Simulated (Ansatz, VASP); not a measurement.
**NaBe5H in VASP and in Ansatz**

```
CELL_PARAMETERS angstrom
-2.04904 3.56771 -0.15286
4.11243 -0.00969 0.08055
-1.91304 -1.37978 -6.14906
ATOMIC_POSITIONS crystal
Na 0.58951 0.17930 0.05452
Be 0.13444 0.26819 0.68950
Be 0.59704 0.19365 0.57658
Be 0.09682 0.69350 0.57656
Be 0.59702 0.69343 0.57651
Be 0.03041 0.06075 0.37645
H 0.95476 0.91118 0.14988
```

Change from the starting cell: the structure that the rattled cell fell into.

Alike in both runs: functional PBE; k mesh 6 × 6 × 4; occupations gaussian, width 0.1 eV; no spin polarisation.

Ansatz relaxed the structure, and its values are those at the end. VASP's run is a single point on that final structure, the one shown.

```csv
,VASP,Ansatz
version,VASP 6.6.1,Ansatz 0.2.0
potentials or method,"VASP PAW PBE potentials, release 64 (Na_pv, Be, H), cutoff 520 eV","scalar-relativistic, plane waves, PAW"
valence electrons in the cell,18,20
```

```tsv
	VASP	Ansatz	Ansatz less VASP
gap on the k mesh at the Fermi level (eV)	none	none	-
pressure (GPa)	0.1	0.0	-0.06
rms of the force components (eV/Å)	0.006	0.004	-0.0022
```

A gap of «none» marks a metal or a gap that the smearing closes. VASP's potentials hold 18 valence electrons a cell and Ansatz's 20, so a difference there can come from the potentials and not from the codes.
